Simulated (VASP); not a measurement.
**AlFe3B: single point with PBEsol**

Crystal: AlFe3B.

```
Fe Al B
1.0
     3.82232    0.00000    0.00000
     0.00000    3.82232    0.00000
     0.00000    0.00000    3.82232
Fe Al B
3 1 1
Direct
  0.00000 0.00000 0.50000
  0.00000 0.50000 0.00000
  0.50000 0.00000 0.00000
  0.50000 0.50000 0.50000
  0.00000 0.00000 0.00000
```

* Program: VASP 6.6.1
* Task: single point
* Functional: PBEsol
* Potentials or basis: VASP PAW PBE potentials, release 64 (Fe, Al, B)
* Cutoff: 520 eV
* k mesh: 6 × 6 × 6
* Occupations: fermi-dirac, width 0.05 eV
* Spin: collinear spin, ferromagnetic start
* Starting moments: [4.5, 4.5, 4.5, 0.0, 0.0] μB
* Fixed moment: 13.5 μB

```json
{
 "Pressure": "63.3 GPa",
 "Net moment": "13.50 μB per cell",
 "Site moments": "Fe +3.85; Al +0.28; B +0.34 μB",
 "Valence electrons inside the program's atomic spheres": "Fe 7.28; Al 0.89; B 2.30"
}
```

It took 96 s on 1 thread of Intel(R) Xeon(R) Platinum 8259CL CPU @ 2.50GHz (Skylake/Cascade Lake), with other jobs on the host, peak memory 0.19 GiB.

Caveat: the cell stands under pressure; the PAW data sets were made with another functional, which shifts forces and pressure a little; the total moment is fixed, so each spin has its own Fermi level and the state may be an excited one.
